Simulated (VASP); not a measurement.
# Ti (P6/mmm) in VASP: notebook

Runs on Ti. Level: r2SCAN. Tasks: single point.

Everything below comes from runs of VASP 6.6.1. Logs are shortened: lines on timing, memory, paths and dates and some standing lists are left out, and cuts for length are marked.

### Step 1. The cell of the first run

It takes space group P6/mmm (No. 191, hexagonal). Conventional cell: a = 4.682 Å, b = 4.682 Å, c = 2.683 Å, α = 90.00°, β = 90.00°, γ = 120.00°. Within 3.5 Å of Ti (site symmetry 6/mmm) lie 14 Ti at 2.68 to 3.02 Å. Ti (site symmetry -6m2) has 11 Ti at 2.68 to 3.02 Å within 3.5 Å.

This isn't the form of Ti at room conditions, which is hcp.

### Step 2. Single point, r2SCAN (strain +0.025 along x and y, -0.050 along z)

The input, POSCAR:

```
Ti
1.0
    4.6822222489      0.0000000000      0.0000000000
   -2.3411111244      4.0549234137      0.0000000000
    0.0000000000      0.0000000000      2.6833347900
Ti
3
Direct
    0.0000000000      0.0000000000      0.0000000000
    0.3333333333      0.6666666667      0.5000000000
    0.6666666667      0.3333333333      0.5000000000
```

The input, INCAR.step1:

```
PREC     = Accurate       # precision mode
ENCUT    = 520            # plane-wave cutoff, eV
ISMEAR   = 0              # smearing method
SIGMA    = 0.15           # smearing width, eV
LREAL    = F              # projectors in reciprocal space
LASPH    = T              # aspherical terms in the spheres
NELM     = 80             # most SCF steps
NBANDS   = 25             # bands
GGA      = PE             # functional
ALGO     = Normal         # electronic algorithm
EDIFF    = 1E-4           # SCF threshold, eV
LWAVE    = T              # write WAVECAR
LCHARG   = F              # write CHGCAR
```

The input, INCAR.step2:

```
PREC     = Accurate       # precision mode
ENCUT    = 520            # plane-wave cutoff, eV
EDIFF    = 1E-7           # SCF threshold, eV
ISMEAR   = 0              # smearing method
SIGMA    = 0.15           # smearing width, eV
LREAL    = F              # projectors in reciprocal space
LASPH    = T              # aspherical terms in the spheres
NELM     = 80             # most SCF steps
ALGO     = Normal         # electronic algorithm
ISIF     = 2              # what is computed and relaxed
LWAVE    = F              # write WAVECAR
LCHARG   = F              # write CHGCAR
METAGGA  = R2SCAN         # meta-GGA
LMIXTAU  = T            
NBANDS   = 25             # bands
ISTART   = 1
```

The input, KPOINTS:

```
regular mesh
0
Gamma
  12 12 16
```

Potentials or basis: VASP PAW PBE potentials, release 64 (Ti_sv).

Run with:

```sh
> cat potpaw_PBE.64/Ti_sv/POTCAR > POTCAR
> cp INCAR.step1 INCAR
> mpirun -np 1 vasp_std > vasp.out
> cp INCAR.step2 INCAR
> mpirun -np 1 vasp_std > vasp.out
```

OUTCAR:

```text
PREC = Accurate
   ENCUT = 520
   EDIFF = 1E-7
   ISMEAR = 0
   LREAL = F
   LASPH = T
   NELM = 80
   ISIF = 2
   METAGGA = R2SCAN
   ISTART = 1

 ion  position               nearest neighbor table
   1  0.000  0.000  0.000-
   2  0.333  0.667  0.500-   3 2.70   3 2.70   3 2.70
   3  0.667  0.333  0.500-   2 2.70   2 2.70   2 2.70

  LATTYP: Found a hexagonal cell.
 ALAT       =     4.6822222489
 C/A-ratio  =     0.5730900088

  Lattice vectors:

 A1 = (   4.6822222489,   0.0000000000,   0.0000000000)
 A2 = (  -2.3411111244,   4.0549234137,   0.0000000000)
 A3 = (   0.0000000000,   0.0000000000,   2.6833347900)

Analysis of symmetry for initial positions (statically):
=====================================================================
 Subroutine PRICEL returns:
 Original cell was already a primitive cell.

 Routine SETGRP: Setting up the symmetry group for a
 hexagonal supercell.

 Subroutine GETGRP returns: Found 24 space group operations
 (whereof 24 operations were pure point group operations)
 out of a pool of 24 trial point group operations.

The static configuration has the point symmetry D_6h.

Analysis of symmetry for dynamics (positions and initial velocities):
=====================================================================
 Subroutine PRICEL returns:
 Original cell was already a primitive cell.

 Routine SETGRP: Setting up the symmetry group for a
 hexagonal supercell.

 Subroutine GETGRP returns: Found 24 space group operations
 (whereof 24 operations were pure point group operations)
 out of a pool of 24 trial point group operations.

The dynamic configuration has the point symmetry D_6h.

 Subroutine INISYM returns: Found 24 space group operations
 (whereof 24 operations are pure point group operations),
 and found     1 'primitive' translations

----------------------------------------------------------------------------------------

                                     Primitive cell

  volume of cell :      50.9459

  direct lattice vectors                    reciprocal lattice vectors
     4.682222249  0.000000000  0.000000000     0.213573800  0.123306891  0.000000000
    -2.341111124  4.054923414  0.000000000     0.000000000  0.246613782  0.000000000
     0.000000000  0.000000000  2.683334790     0.000000000  0.000000000  0.372670605

  length of vectors
     4.682222249  4.682222249  2.683334790     0.246613782  0.246613782  0.372670605

  position of ions in fractional coordinates (direct lattice)
     0.000000000  0.000000000  0.000000000
     0.333333333  0.666666667  0.500000000
     0.666666667  0.333333333  0.500000000

  ion indices of the primitive-cell ions
   primitive index   ion index
                 1           1
                 2           2
                 3           3

----------------------------------------------------------------------------------------

 KPOINTS: regular mesh

Automatic generation of k-mesh.
 Grid dimensions read from file:
 generate k-points for:   12   12   16

 Generating k-lattice:

  Cartesian coordinates                     Fractional coordinates (reciprocal lattice)
     0.017797817  0.010275574  0.000000000     0.083333333  0.000000000  0.000000000
     0.000000000  0.020551149  0.000000000     0.000000000  0.083333333  0.000000000
     0.000000000  0.000000000  0.023291913     0.000000000  0.000000000  0.062500000

  Length of vectors
     0.020551149  0.020551149  0.023291913

  Shift w.r.t. Gamma in fractional coordinates (k-lattice)
     0.000000000  0.000000000  0.000000000

 Subroutine IBZKPT returns following result:
 ===========================================

 Found    171 irreducible k-points:

 Following reciprocal coordinates:
            Coordinates               Weight
  0.000000  0.000000  0.000000      1.000000
  0.083333  0.000000  0.000000      6.000000
  0.166667  0.000000  0.000000      6.000000
  0.250000  0.000000  0.000000      6.000000
  0.333333  0.000000  0.000000      6.000000
  0.416667  0.000000  0.000000      6.000000
[... 16 lines left out ...]
  0.250000  0.000000  0.062500     12.000000
  0.333333  0.000000  0.062500     12.000000
 [... further k-points ...]
   k-points           NKPTS =    171   k-points in BZ     NKDIM =    171   number of bands    NBANDS=     25
   number of dos      NEDOS =    301   number of ions     NIONS =      3
   total plane-waves  NPLWV =  25920
   dimension x,y,z NGX =    36 NGY =   36 NGZ =   20
   dimension x,y,z NGXF=    72 NGYF=   72 NGZF=   40
   ions per type =               3
   NGX,Y,Z   is equivalent  to a cutoff of  12.78, 12.78, 12.39 a.u.
   NGXF,Y,Z  is equivalent  to a cutoff of  25.56, 25.56, 24.78 a.u.
 SYSTEM =  unknown system
   PREC   = accura    normal or accurate (medium, high low for compatibility)
   ISTART =      1    job   : 0-new  1-cont  2-samecut
   ICHARG =      0    charge: 1-file 2-atom 10-const
   ISPIN  =      1    spin polarized calculation?
   LNONCOLLINEAR =      F non collinear calculations
   LSORBIT =      F    spin-orbit coupling
   LASPH  =      T    aspherical Exc in radial PAW
   ENCUT  =  520.0 eV  38.22 Ry    6.18 a.u.   8.71  8.71  4.99*2*pi/ulx,y,z
   NELM   =     80;   NELMIN=  2; NELMDL=  0     # of ELM steps
   EDIFF  = 0.1E-06   stopping-criterion for ELM
   LREAL  =      F    real-space projection
   EDIFFG = 0.1E-05   stopping-criterion for IOM
   NSW    =      0    number of steps for IOM
   IBRION =     -1    ionic relax: 0-MD 1-quasi-New 2-CG
   NFREE  =      0    steps in history (QN), initial steepest desc. (CG)
   ISIF   =      2    stress and relaxation
   ISYM   =      2    0-nonsym 1-usesym 2-fastsym
   POTIM  = 0.5000    time-step for ionic-motion
   TEBEG  =    0.0;   TEEND  =   0.0 temperature during run
   PSTRESS=    0.0 pullay stress
   NELECT =      36.0000    total number of electrons
   NUPDOWN=      -1.0000    fix difference up-down
   EMIN   =  10.00;   EMAX   =-10.00  energy-range for DOS
   EFERMI =   0.00;   METHOD = LEGACY
   ISMEAR =     0;   SIGMA  =   0.15  broadening in eV -4-tet -1-fermi 0-gaus
   EFERMI_NEDOS =   21; number of points for ismear=-14 and -15
   IALGO  =     38    algorithm
   IMIX   =      4    mixing-type and parameters
     AMIX     =   0.40;   BMIX     =  1.00
     AMIX_MAG =   1.60;   BMIX_MAG =  1.00
  volume/ion in A,a.u.               =      16.98       114.60
  Fermi-wavevector in a.u.,A,eV,Ry     =   1.458162  2.755527 28.929208  2.126237
  Thomas-Fermi vector in A             =   2.574879
   LORBIT       =      0    0 simple, 1 ext, 2 COOP (PROOUT), +10 PAW based schemes
   METAGGA = R2SCAN    functional components
   LHFCALC =     F    Hartree Fock is set to
   AEXX    =    0.0000 exact exchange contribution
   IVDW    =     0    specifies the selected vdW correction
   LEPSILON=     F    determine dielectric tensor
   LRPA    =     F    only Hartree local field effects (RPA)
 non-spin polarized calculation
 Gauss-broadening in eV      SIGMA  =   0.15
  energy-cutoff  :      520.00
  volume of cell :       50.95
 maximum number of plane-waves:      1394
 NGX is ok and might be reduce to    36
   NGX = 17   NGY = 17   NGZ =  9

 number of electron      36.0000008 magnetization

 Free energy of the ion-electron system (eV)
  ---------------------------------------------------
  ext. energy  EPLUGINS =         0.00000000
  ---------------------------------------------------
  free energy    TOTEN  =       -38.77796578 eV

  energy without entropy =      -38.74801447  energy(sigma->0) =      -38.76299013

 E-fermi :   8.3864     XC(G=0): -12.5145

 val. band max:        8.3847630464   @ k =   0.1667   0.0000   0.0000
 cond. band min:       8.4015472142   @ k =   0.3333   0.3333   0.0000
 fundamental gap:      0.0167841678
 Fermi energy:         8.3864426440

 k-point     1 :       0.0000    0.0000    0.0000
  band No.  band energies     occupation
      1     -50.7017      2.00000
      2     -50.4860      2.00000
      3     -50.3597      2.00000
      4     -25.9600      2.00000
      5     -25.9599      2.00000
      6     -25.8772      2.00000
[... 17 lines left out ...]
     24      10.9347      0.00000
     25      11.0701      0.00000

 k-point     2 :       0.0833    0.0000    0.0000
  band No.  band energies     occupation
      1     -50.7007      2.00000
      2     -50.4850      2.00000
      3     -50.3620      2.00000
      4     -25.9875      2.00000
      5     -25.9821      2.00000
      6     -25.8482      2.00000
[... 17 lines left out ...]
     24      10.8188      0.00000
     25      11.2229      0.00000

 k-point     3 :       0.1667    0.0000    0.0000
  band No.  band energies     occupation
      1     -50.6977      2.00000
      2     -50.4818      2.00000
      3     -50.3683      2.00000
      4     -26.0321      2.00000
      5     -26.0055      2.00000
      6     -25.7996      2.00000
[... 17 lines left out ...]
     24      10.7199      0.00000
     25      11.4350      0.00000

 k-point     4 :       0.2500    0.0000    0.0000
  band No.  band energies     occupation
      1     -50.6938      2.00000
      2     -50.4762      2.00000
      3     -50.3782      2.00000
      4     -26.0727      2.00000
      5     -26.0076      2.00000
      6     -25.7529      2.00000
[... 17 lines left out ...]
     24      10.6967      0.00000
     25      11.6277      0.00000
[... 477 lines left out ...]
 k-point    22 :       0.1667    0.0000    0.0625
  band No.  band energies     occupation
      1     -50.6935      2.00000
      2     -50.4783      2.00000
      3     -50.3646      2.00000
      4     -26.0255      2.00000
      5     -25.9997      2.00000
      6     -25.7971      2.00000
[... 17 lines left out ...]
     24      10.6481      0.00000
     25      11.4366      0.00000

 k-point    23 :       0.2500    0.0000    0.0625
  band No.  band energies     occupation
      1     -50.6897      2.00000
      2     -50.4726      2.00000
      3     -50.3744      2.00000
      4     -26.0656      2.00000
      5     -26.0021      2.00000
      6     -25.7515      2.00000
[... 17 lines left out ...]
     24      10.6158      0.00000
     25      11.6601      0.00000

 k-point    24 :       0.3333    0.0000    0.0625
  band No.  band energies     occupation
      1     -50.6859      2.00000
      2     -50.4647      2.00000
      3     -50.3863      2.00000
      4     -26.0967      2.00000
      5     -25.9814      2.00000
      6     -25.7151      2.00000
[... 17 lines left out ...]
     24      10.7138      0.00000
     25      11.6179      0.00000

 [... further k-points ...]

------------------------ aborting loop because EDIFF is reached ----------------------------------------

  FORCE on cell =-STRESS in cart. coord.  units (eV):
  Direction    XX          YY          ZZ          XY          YZ          ZX
  --------------------------------------------------------------------------------------
  -------------------------------------------------------------------------------------
  Total       -1.2894470     -1.2894470      3.8691625     -0.0000000     -0.0000000      0.0000000
  in kB      -40.5512757    -40.5512757    121.6796668     -0.0000000     -0.0000000      0.0000000
  external PRESSURE =      13.5257052 kB  Pullay stress =       0.0000000 kB

 VOLUME and BASIS-vectors are now :
 -----------------------------------------------------------------------------
  energy-cutoff  :      520.00
  volume of cell :       50.95
      direct lattice vectors                 reciprocal lattice vectors
     4.682222249  0.000000000  0.000000000     0.213573800  0.123306891  0.000000000
    -2.341111124  4.054923414  0.000000000     0.000000000  0.246613782  0.000000000
     0.000000000  0.000000000  2.683334790     0.000000000  0.000000000  0.372670605

 POSITION                                       TOTAL-FORCE (eV/Angst)
 -----------------------------------------------------------------------------------
      0.00000      0.00000      0.00000        -0.000000      0.000000     -0.000000
     -0.00000      2.70328      1.34167         0.000000      0.000000      0.000000
      2.34111      1.35164      1.34167        -0.000000     -0.000000     -0.000000
 -----------------------------------------------------------------------------------
    total drift:                                0.000000      0.000000     -0.000000

  FREE ENERGIE OF THE ION-ELECTRON SYSTEM (eV)
  ---------------------------------------------------
  free  energy   TOTEN  =       -38.7779657844 eV

  energy  without entropy=      -38.7480144749  energy(sigma->0) =      -38.76299013
```

It took 17 min on 1 thread of Intel Xeon 8259CL, shared host; peak memory 0.29 GiB.

Results:

| Item | Value |
| --- | --- |
| Free energy | -38.7780 eV |
| Pressure | 1.4 GPa |
| Band gap on the k mesh | zero (bands 18 and 19 overlap by 0.32 eV) |

Levels at points of the mesh, in eV from the Fermi level:
| k point | band 15 | band 16 | band 17 | band 18 | band 19 | band 20 | band 21 | band 22 |
| --- | --- | --- | --- | --- | --- | --- | --- | --- |
| (0.00, 0.00, 0.00) | -0.80 | -0.80 | -0.78 | -0.78 | -0.29 | 0.47 | 1.48 | 1.48 |
| (0.50, 0.00, 0.00) | -2.68 | -0.45 | -0.43 | -0.31 | 0.04 | 0.34 | 0.69 | 1.92 |
| (0.00, 0.00, 0.50) | -1.86 | -1.65 | -1.65 | -1.40 | 0.95 | 0.95 | 1.64 | 1.64 |
| (0.50, 0.00, 0.50) | -1.82 | -1.19 | -0.65 | -0.23 | 0.51 | 1.21 | 1.28 | 1.37 |

Caveat: the cell differs from its parent crystal (strain +0.025 along x and y, -0.050 along z); the PAW data sets were made with another functional, which shifts forces and pressure a little.

### Step 3. Single point, r2SCAN (strain +0.000 along x and y, +0.025 along z)

The input, POSCAR:

```
Ti
1.0
    4.5680217062      0.0000000000      0.0000000000
   -2.2840108531      3.9560228426      0.0000000000
    0.0000000000      0.0000000000      2.8951770102
Ti
3
Direct
    0.0000000000      0.0000000000      0.0000000000
    0.3333333333      0.6666666667      0.5000000000
    0.6666666667      0.3333333333      0.5000000000
```

The input, INCAR.step1:

```
SYSTEM = Ti
ALGO = Normal ; EDIFF = 1E-4
ENCUT = 520 ; GGA = PE
ISMEAR = 0 ; LASPH = .True.
LCHARG = .False. ; LREAL = .False.
LWAVE = .True. ; NBANDS = 25
NELM = 80 ; PREC = Accurate
SIGMA = 0.15
```

The input, INCAR.step2:

```
SYSTEM = Ti
ALGO = Normal ; EDIFF = 1E-6
ENCUT = 520 ; ISIF = 2
ISMEAR = 0 ; ISTART = 1
LASPH = .True. ; LCHARG = .False.
LMIXTAU = .True. ; LREAL = .False.
LWAVE = .False. ; METAGGA = R2SCAN
NBANDS = 25 ; NELM = 80
PREC = Accurate ; SIGMA = 0.15
```

The input, KPOINTS:

```
k-points
0
Gamma
  12 12 16
  0 0 0
```

Potentials or basis: VASP PAW PBE potentials, release 64 (Ti_sv).

Run with:

```sh
> cat potpaw_PBE.64/Ti_sv/POTCAR > POTCAR
> cp INCAR.step1 INCAR
> mpirun -np 1 vasp_std > vasp.out
> cp INCAR.step2 INCAR
> mpirun -np 1 vasp_std > vasp.out
```

It took 14 min on 1 thread of Intel Xeon 8259CL, shared host; peak memory 0.3 GiB.

The run converged. Its results:

```yaml
Free_energy: -38.8901 eV
Pressure: -2.6 GPa
Band_gap_on_the_k_mesh: zero (bands 18 and 19 overlap by 0.33 eV)
```

Stress tensor (GPa, compression positive):
```
-0.97  0.00  0.00
 0.00 -0.97  0.00
 0.00  0.00 -5.95
```

Levels at points of the mesh, in eV from the Fermi level:
```csv
k point,band 15,band 16,band 17,band 18,band 19,band 20,band 21,band 22
"(0.00, 0.00, 0.00)",-0.76,-0.76,-0.74,-0.74,0.14,0.93,1.41,1.41
"(0.50, 0.00, 0.00)",-2.71,-0.42,-0.30,-0.28,0.14,0.73,0.93,0.97
"(0.00, 0.00, 0.50)",-2.13,-2.13,-1.75,-1.75,1.19,1.19,1.30,1.30
"(0.50, 0.00, 0.50)",-1.74,-1.24,-0.90,-0.87,0.47,0.77,0.84,1.08
```

Caveat: the cell differs from its parent crystal (strain +0.000 along x and y, +0.025 along z); the PAW data sets were made with another functional, which shifts forces and pressure a little.

### Step 4. Single point, r2SCAN (strain +0.025 along x and y, -0.025 along z)

The input, POSCAR:

```
Ti
1.0
    4.6822222489      0.0000000000      0.0000000000
   -2.3411111244      4.0549234137      0.0000000000
    0.0000000000      0.0000000000      2.7539488634
Ti
3
Direct
    0.0000000000      0.0000000000      0.0000000000
    0.3333333333      0.6666666667      0.5000000000
    0.6666666667      0.3333333333      0.5000000000
```

The input, INCAR.step1:

```
PREC = Accurate
ENCUT = 520
ISMEAR = 0
SIGMA = 0.15
LREAL = False
LASPH = True
NELM = 60
NBANDS = 25
GGA = PE
ALGO = Normal
EDIFF = 1E-4
LWAVE = True
LCHARG = False
```

The input, INCAR.step2:

```
PREC = Accurate
ENCUT = 520
EDIFF = 1E-6
ISMEAR = 0
SIGMA = 0.15
LREAL = False
LASPH = True
NELM = 60
ALGO = Normal
ISIF = 2
LWAVE = False
LCHARG = False
METAGGA = R2SCAN
LMIXTAU = True
NBANDS = 25
ISTART = 1
```

The input, KPOINTS:

```
regular mesh
0
Gamma
  12 12 16
```

Run with:

```sh
> cat potpaw_PBE.64/Ti_sv/POTCAR > POTCAR
> cp INCAR.step1 INCAR
> mpirun -np 1 vasp_std > vasp.out
> cp INCAR.step2 INCAR
> mpirun -np 1 vasp_std > vasp.out
```

Run time: 15 min. Hardware: 1 thread of Intel Xeon 8259CL, shared host; peak memory 0.29 GiB.

Results (log left out):

```
Free energy            : -38.8503 eV
Pressure               : -1.9 GPa
Band gap on the k mesh : zero (bands 18 and 19 overlap by 0.29 eV)
```

Stress tensor (GPa, compression positive):
```
-5.37  0.00  0.00
 0.00 -5.37  0.00
 0.00  0.00  4.91
```

Levels at points of the mesh, in eV from the Fermi level:
```csv
k point,band 16,band 17,band 18,band 19,band 20,band 21
"(0.00, 0.00, 0.00)",-0.79,-0.77,-0.77,-0.19,0.58,1.43
"(0.50, 0.00, 0.00)",-0.39,-0.37,-0.32,0.07,0.44,0.70
"(0.00, 0.00, 0.50)",-1.63,-1.63,-1.62,1.01,1.01,1.50
"(0.50, 0.00, 0.50)",-1.16,-0.70,-0.40,0.50,1.07,1.08
```

Caveat: the cell differs from its parent crystal (strain +0.025 along x and y, -0.025 along z); the PAW data sets were made with another functional, which shifts forces and pressure a little.

(Continued in part 2 of 2.)
